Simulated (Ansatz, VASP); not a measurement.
**Sn4F in VASP and in Ansatz**

INCAR

```
SYSTEM = Sn4F
  ALGO = Normal
  EDIFF = 1E-6
  ENCUT = 600
  GGA = PE
  GGA_COMPAT = .False.
  ISIF = 2
  ISMEAR = 0
  LASPH = .True.
  LCHARG = .False.
  LREAL = .False.
  LWAVE = .False.
  NBANDS = 40
  NELM = 120
  PREC = Accurate
  SIGMA = 0.1
```

The input KPOINTS:

```
k-points
0
Gamma
  8 8 8
  0 0 0
```

POSCAR

```
Sn4F
1.0
    5.0596125968      0.0000000000      0.0000000000
    0.0000000000      5.0596125968      0.0000000000
    0.0000000000      0.0000000000      5.0596125968
Sn F
4 1
Direct
    0.0000000000      0.5000000000      0.5000000000
    0.5000000000      0.5000000000      0.0000000000
    0.5000000000      0.0000000000      0.5000000000
    0.0000000000      0.0000000000      0.0000000000
    0.5000000000      0.5000000000      0.5000000000
```

Input for Ansatz:

```yaml
crystal:
  lattice:
    - [5.0596125968, 0.0, 0.0]
    - [0.0, 5.0596125968, 0.0]
    - [0.0, 0.0, 5.0596125968]
  atoms:
    - { symbol: Sn, position: [0.0, 0.5, 0.5] }
    - { symbol: Sn, position: [0.5, 0.5, 0.0] }
    - { symbol: Sn, position: [0.5, 0.0, 0.5] }
    - { symbol: Sn, position: [0.0, 0.0, 0.0] }
    - { symbol: F, position: [0.5, 0.5, 0.5] }
basis:
  ecutwfc: 420
kpoints:
  mp_grid: { grid: [8, 8, 8] }
hamiltonian:
  xc: pbe
scf:
  occupations: { method: gaussian, width: 0.1 }
  lower_state_search: light
output:
  forces: true
  eigenvalues: true
  stress: true
```

Alike in both runs: task single point; functional PBE; k mesh 8 × 8 × 8; occupations gaussian, width 0.1 eV; no spin polarisation.

|  | VASP | Ansatz |
| --- | --- | --- |
| version | VASP 6.6.1 | Ansatz 0.2.0 |
| potentials or method | VASP PAW PBE potentials, release 64 (Sn_d, F), cutoff 600 eV | scalar-relativistic, plane waves, PAW |
| valence electrons in the cell | 63 | 63 |

|  | VASP | Ansatz | Ansatz less VASP |
| --- | --- | --- | --- |
| gap on the k mesh at the Fermi level (eV) | none | none | - |
| pressure (GPa) | 0.0 | 0.0 | +0.05 |

A gap of «none» marks a metal or a gap that the smearing closes.
